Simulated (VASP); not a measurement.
# AlRu (rocksalt type) (Fm-3m) in VASP: a series of runs, part 2 of 2

VASP 6.6.1.

## Step 4: Relaxation of cell and atoms, PBE

This run uses another cell than the first one, of 16.31 Å³/atom, 1.352 times its volume.

INCAR

```
ALGO = Normal
EDIFF = 1E-6
EDIFFG = -0.005
ENCUT = 600
GGA = PE
IBRION = 2
ISIF = 3
ISMEAR = -1
LASPH = True
LCHARG = False
LREAL = False
LWAVE = False
NELM = 80
NSW = 60
PREC = Accurate
SIGMA = 0.05
```

KPOINTS

```
k-points
0
Gamma
  14 14 14
```

POSCAR

```
AlRu
1.0
    0.0000000000      2.5359338295      2.5359338295
    2.5359338295      0.0000000000      2.5359338295
    2.5359338295      2.5359338295      0.0000000000
Ru Al
1 1
Direct
    0.0000000000      0.0000000000      0.0000000000
    0.5000000000      0.5000000000      0.5000000000
```

Potentials or basis: VASP PAW PBE potentials, release 64 (Ru_pv, Al).

On the command line:

```bash
> cat potpaw_PBE.64/Ru_pv/POTCAR potpaw_PBE.64/Al/POTCAR > POTCAR
> mpirun -np 1 vasp_std > vasp.out
```

OUTCAR:

```text
EDIFF = 1E-6
   EDIFFG = -0.005
   ENCUT = 600
   GGA = PE
   IBRION = 2
   ISIF = 3
   ISMEAR = -1
   LASPH = True
   LREAL = False
   NELM = 80
   NSW = 60
   PREC = Accurate

 ion  position               nearest neighbor table
   1  0.000  0.000  0.000-   2 2.54   2 2.54   2 2.54   2 2.54   2 2.54   2 2.54
   2  0.500  0.500  0.500-   1 2.54   1 2.54   1 2.54   1 2.54   1 2.54   1 2.54

  LATTYP: Found a face centered cubic cell.
 ALAT       =     5.0718676590

  Lattice vectors:

 A1 = (   0.0000000000,   2.5359338295,   2.5359338295)
 A2 = (   2.5359338295,   0.0000000000,   2.5359338295)
 A3 = (   2.5359338295,   2.5359338295,   0.0000000000)

Analysis of symmetry for initial positions (statically):
=====================================================================
 Subroutine PRICEL returns:
 Original cell was already a primitive cell.

 Routine SETGRP: Setting up the symmetry group for a
 face centered cubic supercell.

 Subroutine GETGRP returns: Found 48 space group operations
[... 9 lines left out ...]

 Routine SETGRP: Setting up the symmetry group for a
 face centered cubic supercell.

 Subroutine GETGRP returns: Found 48 space group operations
[... 11 lines left out ...]
                                     Primitive cell

  volume of cell :      32.6170

  direct lattice vectors                    reciprocal lattice vectors
     0.000000000  2.535933829  2.535933829    -0.197166028  0.197166028  0.197166028
     2.535933829  0.000000000  2.535933829     0.197166028 -0.197166028  0.197166028
     2.535933829  2.535933829  0.000000000     0.197166028  0.197166028 -0.197166028

  length of vectors
     3.586352015  3.586352015  3.586352015     0.341501578  0.341501578  0.341501578

  position of ions in fractional coordinates (direct lattice)
     0.000000000  0.000000000  0.000000000
     0.500000000  0.500000000  0.500000000

[... 105 lines left out ...]
   LEPSILON=     F    determine dielectric tensor
   LRPA    =     F    only Hartree local field effects (RPA)
 conjugate gradient relaxation of ions
 non-spin polarized calculation
  energy-cutoff  :      600.00
  volume of cell :       32.62
 maximum number of plane-waves:      1106
 NGX is ok and might be reduce to    30
   NGX = 15   NGY = 15   NGZ = 15

--------------------------------------- Ionic step        1  -------------------------------------------

 number of electron      17.0000000 magnetization

 Free energy of the ion-electron system (eV)
  ---------------------------------------------------
  ext. energy  EPLUGINS =         0.00000000
  ---------------------------------------------------
  free energy    TOTEN  =       -12.64941024 eV

  energy without entropy =      -12.62777108  energy(sigma->0) =      -12.63859066

------------------------ aborting loop because EDIFF is reached ----------------------------------------

  FORCE on cell =-STRESS in cart. coord.  units (eV):
  Direction    XX          YY          ZZ          XY          YZ          ZX
  --------------------------------------------------------------------------------------
  -------------------------------------------------------------------------------------
  Total       -1.3916683     -1.3916683     -1.3916683     -0.0000000      0.0000000      0.0000000
  in kB      -68.3600793    -68.3600793    -68.3600793     -0.0000000      0.0000000      0.0000000
  external PRESSURE =     -68.3600793 kB  Pullay stress =       0.0000000 kB
[... 167 lines left out ...]
--------------------------------------- Ionic step        6  -------------------------------------------

 number of electron      16.9999999 magnetization

 Free energy of the ion-electron system (eV)
  ---------------------------------------------------
  ext. energy  EPLUGINS =         0.00000000
  ---------------------------------------------------
  free energy    TOTEN  =       -12.68725705 eV

  energy without entropy =      -12.66742544  energy(sigma->0) =      -12.67734125

 E-fermi :   9.0223     XC(G=0): -11.7416

 val. band max:        9.0143900843   @ k =  -0.3571   0.4286   0.1429
 cond. band min:       9.0244132357   @ k =  -0.2857   0.2143   0.0000
 fundamental gap:      0.0100231514
 Fermi energy:         9.0222913524

 k-point     1 :       0.0000    0.0000    0.0000
  band No.  band energies     occupation
      1     -32.8115      2.00000
      2     -32.8115      2.00000
      3     -32.8115      2.00000
      4       0.0333      2.00000
      5       7.0501      2.00000
      6       7.0501      2.00000
      7       7.0501      2.00000
      8       7.3525      2.00000
      9       7.3525      2.00000
     10      15.5869      0.00000
     11      15.5869      0.00000
     12      15.5869      0.00000
[... 331 lines left out ...]
 k-point    24 :       0.2857    0.1429    0.0000
  band No.  band energies     occupation
      1     -32.8452      2.00000
      2     -32.8215      2.00000
      3     -32.8208      2.00000
      4       1.4649      2.00000
      5       6.2197      2.00000
      6       6.4140      2.00000
      7       7.0419      2.00000
      8       7.7040      2.00000
      9       8.0177      2.00000
     10      13.1983      0.00000
     11      15.0353      0.00000
     12      17.0983      0.00000

 [... further k-points ...]
[... 5 lines left out ...]
  --------------------------------------------------------------------------------------
  -------------------------------------------------------------------------------------
  Total        0.0022453      0.0022453      0.0022453      0.0000000      0.0000000      0.0000000
  in kB        0.1163142      0.1163142      0.1163142      0.0000000      0.0000000      0.0000000
  external PRESSURE =       0.1163142 kB  Pullay stress =       0.0000000 kB
[... 17 lines left out ...]
  FREE ENERGIE OF THE ION-ELECTRON SYSTEM (eV)
  ---------------------------------------------------
  free  energy   TOTEN  =       -12.6872570527 eV

  energy  without entropy=      -12.6674254404  energy(sigma->0) =      -12.67734125

 reached required accuracy - stopping structural energy minimisation
```

OSZICAR:

```text
N       E                     dE             d eps       ncg     rms          rms(c)
DAV:   1     0.124385466995E+03    0.12439E+03   -0.99894E+03  2512   0.144E+03
DAV:   2    -0.101426266365E+02   -0.13453E+03   -0.12849E+03  2808   0.356E+02
DAV:   3    -0.128808452729E+02   -0.27382E+01   -0.26504E+01  2912   0.518E+01
DAV:   4    -0.129115253620E+02   -0.30680E-01   -0.30652E-01  2932   0.556E+00
[... 44 lines left out ...]
DAV:   1    -0.126874763267E+02   -0.22711E-03   -0.32048E-03  2572   0.783E-01    0.127E-01
DAV:   2    -0.126872844444E+02    0.19188E-03   -0.14790E-03  2584   0.436E-01    0.541E-02
DAV:   3    -0.126872556572E+02    0.28787E-04   -0.10347E-04  2528   0.114E-01    0.115E-02
DAV:   4    -0.126872569074E+02   -0.12502E-05   -0.62271E-06  2584   0.177E-02    0.218E-03
DAV:   5    -0.126872570527E+02   -0.14528E-06   -0.23390E-07  1328   0.532E-03
   6 F= -.12687257E+02 E0= -.12677341E+02  d E =-.637721E-05
```

CONTCAR:

```text
AlRu
   1.00000000000000
    -0.0000000000000000    2.4913682795538703    2.4913682795538703
     2.4913682795538703    0.0000000000000000    2.4913682795538703
     2.4913682795538703    2.4913682795538703    0.0000000000000000
  Ru              Al
     1     1
Direct
     0.0000000000000000    0.0000000000000000    0.0000000000000000
     0.5000000000000000    0.5000000000000000    0.5000000000000000

  0.00000000E+00  0.00000000E+00  0.00000000E+00
  0.00000000E+00  0.00000000E+00  0.00000000E+00
```

Run time: 78 s. Hardware: 1 thread of AMD EPYC 9R45 (Zen 5), shared host; peak memory 0.19 GiB.

Results:

```
Free energy                            : -12.6873 eV
Relaxed volume                         : 15.46 Å³/atom
Relaxed cell                           : a = 3.523 Å, b = 3.523 Å, c = 3.523 Å, α = 60.00°, β = 60.00°, γ = 60.00°
Space group after relaxing (to 0.05 Å) : Fm-3m (No. 225)
Energy gained by relaxing              : 18.9 meV/atom
Ionic steps                            : 6
Pressure after relaxing                : 0.0 GPa
```

The path:
```tsv
step	energy change (eV)	largest force (eV/Å)	pressure (GPa)	volume (Å³)
1	0.0000	0.0000	-6.84	32.62
2	-0.0028	0.0000	7.89	29.44
3	-0.0378	0.0000	-0.06	30.94
4	-0.0378	0.0000	0.12	30.91
5	-0.0378	0.0000	-0.13	30.95
6	-0.0378	0.0000	0.01	30.93
```

Final structure:
```cif
data_structure
_symmetry_space_group_name_H-M 'P 1'
_symmetry_Int_Tables_number 1
_cell_length_a 3.5233
_cell_length_b 3.5233
_cell_length_c 3.5233
_cell_angle_alpha 60.000
_cell_angle_beta 60.000
_cell_angle_gamma 60.000
_cell_volume 30.93
loop_
_atom_site_label
_atom_site_type_symbol
_atom_site_fract_x
_atom_site_fract_y
_atom_site_fract_z
_atom_site_occupancy
Ru1 Ru 0.00000 0.00000 0.00000 1
Al1 Al 0.50000 0.50000 0.50000 1
```

Levels at points of the mesh, in eV from the Fermi level:
```csv
k point,band 7,band 8,band 9,band 10,band 11,band 12
"(0.00, 0.00, 0.00)",-1.97,-1.67,-1.67,6.56,6.56,6.56
"(0.50, 0.00, 0.00)",-2.78,-0.31,-0.31,1.29,7.35,7.95
"(0.50, 0.50, 0.00)",-0.94,0.10,0.10,2.18,2.42,2.42
```

## Step 5: Overview

| cell | gap on the mesh (eV) | pressure (GPa) |
| --- | --- | --- |
| relaxed to 60 GPa from a = 3.243 Å, angles 60.0°, 2 atoms | none | 60.0 |
| relaxed to 60 GPa from a = 3.244 Å, angles 60.0°, 2 atoms | none | 60.0 |
| relaxed from a = 3.586 Å, angles 60.0°, 2 atoms | none | 0.0 |

Alike in all rows: task relaxation of cell and atoms; level PBE; potentials or basis VASP PAW PBE potentials, release 64 (Ru_pv, Al); no spin polarisation; k mesh 14 × 14 × 14; cutoff (eV) 600; smearing fermi-dirac 0.05 eV.

Caveats: the cell is relaxed towards a set pressure, so the enthalpy falls and the energy may rise (some runs).

Total energies depend on the potentials used, so only differences within one code and one set of settings carry meaning.
